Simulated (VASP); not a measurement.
# O2 in VASP: single point with LDA

Aim: the single point of O2 with LDA.

All numbers are computed with VASP 6.6.1; they aren't measurements. Logs are shortened: lines on timing, memory, paths and dates and some standing lists are left out, and cuts for length are marked.

## (1) The cell of the first run

The cell holds a molecule in a box, 2 atoms: a = 9.000 Å, b = 9.500 Å, c = 10.000 Å, α = 90.00°, β = 90.00°, γ = 90.00°.

## (2) Single point, LDA, collinear spin, ferromagnetic start

File INCAR:

```
ALGO     = Normal         # electronic algorithm
EDIFF    = 1E-6           # SCF threshold, eV
ENCUT    = 1000           # plane-wave cutoff, eV
GGA_COMPAT= False        
ISIF     = 2              # what is computed and relaxed
ISMEAR   = -1             # smearing method
ISPIN    = 2              # spin polarisation
LASPH    = True           # aspherical terms in the spheres
LCHARG   = False          # write CHGCAR
LORBIT   = 11             # projections on sites
LREAL    = False          # projectors in reciprocal space
LWAVE    = False          # write WAVECAR
MAGMOM   = 1 1            # initial moments
NBANDS   = 17             # bands
NELM     = 200            # most SCF steps
NELMDL   = -8           
PREC     = Accurate       # precision mode
SIGMA    = 0.02           # smearing width, eV
```

File KPOINTS:

```
k-points
0
Gamma
  1 1 1
```

File POSCAR:

```
O
1.0
    9.0000000000      0.0000000000      0.0000000000
    0.0000000000      9.5000000000      0.0000000000
    0.0000000000      0.0000000000     10.0000000000
O
2
Direct
    0.5000000000      0.5000000000      0.4400081589
    0.5000000000      0.5000000000      0.5599918411
```

Potentials or basis: VASP PAW LDA potentials, release 64 (O_h).

Command:

```sh
> cat potpaw_LDA.64/O_h/POTCAR > POTCAR
> mpirun -np 1 vasp_gam > vasp.out
```

OUTCAR:

```text
EDIFF = 1E-6
   ENCUT = 1000
   ISIF = 2
   ISMEAR = -1
   ISPIN = 2
   LASPH = True
   LORBIT = 11
   LREAL = False
   NELM = 200
   NELMDL = -8
   PREC = Accurate

 ion  position               nearest neighbor table
   1  0.500  0.500  0.440-   2 1.20
   2  0.500  0.500  0.560-   1 1.20

  LATTYP: Found a simple orthorhombic cell.
 ALAT       =     9.0000000000
 B/A-ratio  =     1.0555555556
 C/A-ratio  =     1.1111111111

  Lattice vectors:

 A1 = (   9.0000000000,   0.0000000000,   0.0000000000)
 A2 = (   0.0000000000,   9.5000000000,   0.0000000000)
 A3 = (   0.0000000000,   0.0000000000,  10.0000000000)

Analysis of symmetry for initial positions (statically):
=====================================================================
 Subroutine PRICEL returns:
 Original cell was already a primitive cell.

 Routine SETGRP: Setting up the symmetry group for a
 simple orthorhombic supercell.

 Subroutine GETGRP returns: Found  8 space group operations
 (whereof  8 operations were pure point group operations)
 out of a pool of  8 trial point group operations.

The static configuration has the point symmetry D_2h.

Analysis of symmetry for dynamics (positions and initial velocities):
=====================================================================
 Subroutine PRICEL returns:
 Original cell was already a primitive cell.

 Routine SETGRP: Setting up the symmetry group for a
 simple orthorhombic supercell.

 Subroutine GETGRP returns: Found  8 space group operations
 (whereof  8 operations were pure point group operations)
 out of a pool of  8 trial point group operations.

The dynamic configuration has the point symmetry D_2h.

Analysis of structural, dynamic, and magnetic symmetry:
=====================================================================
 Subroutine PRICEL returns:
 Original cell was already a primitive cell.

 Routine SETGRP: Setting up the symmetry group for a
 simple orthorhombic supercell.

 Subroutine GETGRP returns: Found  8 space group operations
 (whereof  8 operations were pure point group operations)
 out of a pool of  8 trial point group operations.

The overall configuration has the point symmetry D_2h.

 Subroutine INISYM returns: Found  8 space group operations
 (whereof  8 operations are pure point group operations),
 and found     1 'primitive' translations

----------------------------------------------------------------------------------------
[... 89 lines left out ...]
     AMIX_MAG =   1.60;   BMIX_MAG =  1.00
  volume/ion in A,a.u.               =     427.50      2884.91
  Fermi-wavevector in a.u.,A,eV,Ry     =   0.394893  0.746240  2.121703  0.155941
  Thomas-Fermi vector in A             =   1.339966
   LORBIT       =     11    0 simple, 1 ext, 2 COOP (PROOUT), +10 PAW based schemes
   GGA     = CA    functional components
   LHFCALC =     F    Hartree Fock is set to
   AEXX    =    0.0000 exact exchange contribution
   IVDW    =     0    specifies the selected vdW correction
   LEPSILON=     F    determine dielectric tensor
   LRPA    =     F    only Hartree local field effects (RPA)
 spin polarized calculation
  energy-cutoff  :     1000.00
  volume of cell :      855.00
 maximum number of plane-waves:     30729
 NGX is ok and might be reduce to    96
   NGX = 47   NGY = 49   NGZ = 51

 number of electron      12.0000001 magnetization       2.0000002

 Free energy of the ion-electron system (eV)
  ---------------------------------------------------
  ext. energy  EPLUGINS =         0.00000000
  ---------------------------------------------------
  free energy    TOTEN  =       -10.66533282 eV

  energy without entropy =      -10.66533282  energy(sigma->0) =      -10.66533282

 E-fermi :  -6.0342     XC(G=0):  -0.6149

 val. band max:       -6.6321625702   @ k =   0.0000   0.0000   0.0000
 cond. band min:      -4.6633756355   @ k =   0.0000   0.0000   0.0000
 fundamental gap:      1.9687869347
 Fermi energy:        -6.0341971020

 spin component 1

 k-point     1 :       0.0000    0.0000    0.0000
  band No.  band energies     occupation
      1     -32.9710      1.00000
      2     -20.0565      1.00000
      3     -13.6597      1.00000
      4     -13.5987      1.00000
      5     -13.5987      1.00000
      6      -6.6322      1.00000
[... 9 lines left out ...]
     16       2.9123      0.00000
     17       2.9271      0.00000
 Fermi energy:        -6.0341971020

 spin component 2

 k-point     1 :       0.0000    0.0000    0.0000
  band No.  band energies     occupation
      1     -31.7659      1.00000
      2     -18.4316      1.00000
      3     -12.5662      1.00000
      4     -11.9548      1.00000
      5     -11.9548      1.00000
      6      -4.6634      0.00000
[... 9 lines left out ...]
     16       2.9646      0.00000
     17       2.9712      0.00000

------------------------ aborting loop because EDIFF is reached ----------------------------------------

  FORCE on cell =-STRESS in cart. coord.  units (eV):
  Direction    XX          YY          ZZ          XY          YZ          ZX
  --------------------------------------------------------------------------------------
  -------------------------------------------------------------------------------------
  Total       -0.0055055     -0.0070181      0.5251538     -0.0000000      0.0000000      0.0000000
  in kB       -0.0103168     -0.0131512      0.9840814     -0.0000000      0.0000000      0.0000000
  external PRESSURE =       0.3202045 kB  Pullay stress =       0.0000000 kB

 VOLUME and BASIS-vectors are now :
 -----------------------------------------------------------------------------
  energy-cutoff  :     1000.00
  volume of cell :      855.00
      direct lattice vectors                 reciprocal lattice vectors
     9.000000000  0.000000000  0.000000000     0.111111111  0.000000000  0.000000000
     0.000000000  9.500000000  0.000000000     0.000000000  0.105263158  0.000000000
     0.000000000  0.000000000 10.000000000     0.000000000  0.000000000  0.100000000

 POSITION                                       TOTAL-FORCE (eV/Angst)
 -----------------------------------------------------------------------------------
      4.50000      4.75000      4.40008         0.000000      0.000000     -0.443470
      4.50000      4.75000      5.59992         0.000000     -0.000000      0.443470
 -----------------------------------------------------------------------------------
    total drift:                                0.000000     -0.000000     -0.000000

  FREE ENERGIE OF THE ION-ELECTRON SYSTEM (eV)
  ---------------------------------------------------
  free  energy   TOTEN  =       -10.6653328180 eV

  energy  without entropy=      -10.6653328180  energy(sigma->0) =      -10.66533282

 total charge

# of ion       s       p       d       tot
------------------------------------------
    1        1.075   2.234   0.000   3.309
    2        1.075   2.234   0.000   3.309
--------------------------------------------------
tot          2.151   4.467   0.000   6.618

 magnetization (x)

# of ion       s       p       d       tot
------------------------------------------
    1        0.013   0.606   0.000   0.619
    2        0.013   0.606   0.000   0.619
--------------------------------------------------
tot          0.026   1.213   0.000   1.239
```

Run time: 5.4 min. Hardware: 1 thread of Intel Xeon Platinum 8375C at 2.90GHz (Ice Lake), shared host; peak memory 1.2 GiB.

What came out:

```yaml
Free_energy: -10.6653 eV
Largest_force: 0.443 eV/Å
Gap_between_the_frontier_levels: 1.97 eV
Net_moment: 2.00 μB per cell
Site_moments: O +0.62 μB
Valence_electrons_inside_the_program's_atomic_spheres: O 3.31
```

Forces on the atoms (eV/Å):
```
O    0.000  0.000 -0.443
O    0.000  0.000  0.443
```
